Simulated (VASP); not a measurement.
The system is MgO.

```xyz
2
Lattice="0.0000 2.0970 2.0970 2.0970 0.0000 2.0970 2.0970 2.0970 0.0000" Properties=species:S:1:pos:R:3 pbc="T T T"
Mg    0.0000    0.0000    0.0000
O     2.0970    2.0970    2.0970
```

| Property | Result |
| --- | --- |
| Program | VASP 6.6.1 |
| Task | relaxation of cell and atoms |
| Functional | PBE |
| Potentials or basis | VASP PAW PBE potentials, release 64 (Mg, O) |
| Cutoff | 600 eV |
| k mesh | 10 × 10 × 10 |
| Occupations | gaussian, width 0.02 eV |
| Spin | no spin polarisation |

At the start: pressure 5.9 GPa; volume 9.22 Å³/atom.

How do energy, volume and symmetry change on relaxing?

Over 3 steps the energy falls by 6.1 meV/atom and the volume is 9.56 Å³/atom (+3.7 %); space group Fm-3m (No. 225, to 0.05 Å).

Step by step:
| step | energy change (eV) | largest force (eV/Å) | pressure (GPa) | volume (Å³) |
| --- | --- | --- | --- | --- |
| 1 | 0.0000 | 0.0000 | 5.93 | 18.44 |
| 2 | -0.0108 | 0.0000 | -1.87 | 19.37 |
| 3 | -0.0122 | 0.0000 | 0.01 | 19.12 |

Final structure:
```xyz
2
Lattice="0.0000 2.1225 2.1225 2.1225 0.0000 2.1225 2.1225 2.1225 0.0000" Properties=species:S:1:pos:R:3 pbc="T T T"
Mg    0.0000    0.0000    0.0000
O     2.1225    2.1225    2.1225
```
